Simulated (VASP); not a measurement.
The system is HfS2.

```
CELL_PARAMETERS angstrom
3.61040 0.00000 0.00000
-1.80520 3.12670 0.00000
0.00000 0.00000 5.76660
ATOMIC_POSITIONS crystal
Hf 0.00000 0.00000 0.00000
S 0.33333 0.66667 0.25204
S 0.66667 0.33333 0.74796
```

```yaml
Program: VASP 6.6.1
Task: relaxation of cell and atoms
Functional: r2SCAN
Dispersion: rVV10
Potentials_or_basis: VASP PAW PBE potentials, release 64 (Hf_pv, S)
Cutoff: 550 eV
k_mesh: 12 × 12 × 4
Occupations: fermi-dirac, width 0.02 eV
Spin: no spin polarisation
```

At the start: pressure -0.1 GPa; volume 21.70 Å³/atom.

Task: Where does the relaxation end?

Result: Over 15 steps the energy falls by 2.7 meV/atom and the volume is 22.27 Å³/atom (+2.6 %); space group P-3m1 (No. 164, to 0.1 Å) before and after.

Step by step:
```csv
step,energy change (eV),largest force (eV/Å),pressure (GPa),volume (Å³)
1,0.0000,0.2181,-0.06,65.10
2,-0.0027,0.0432,0.69,65.01
3,-0.0027,0.0248,0.76,65.01
4,-0.0047,0.0313,0.28,65.52
5,-0.0050,0.0353,0.00,65.82
6,-0.0051,0.0360,-0.05,65.87
7,-0.0060,0.0301,-0.04,66.01
8,-0.0077,0.0130,0.01,66.43
9,-0.0070,0.0173,0.16,67.25
10,-0.0080,0.0018,0.07,66.75
11,-0.0080,0.0010,0.07,66.73
12,-0.0080,0.0187,-0.12,66.87
13,-0.0080,0.0089,-0.03,66.80
14,-0.0080,0.0064,-0.01,66.78
15,-0.0081,0.0014,0.00,66.80
```

Final structure:
```yaml
crystal:
  lattice:
    - [3.62395, 0.00000, 0.00000]
    - [-1.81197, 3.13843, 0.00000]
    - [0.00000, 0.00000, 5.87297]
  atoms:
    - { symbol: Hf, position: [0.00000, 0.00000, 0.00000] }
    - { symbol: S, position: [0.33333, 0.66667, 0.24440] }
    - { symbol: S, position: [0.66667, 0.33333, 0.75560] }
```

Caveat: the PAW data sets were made with another functional, which shifts forces and pressure a little.
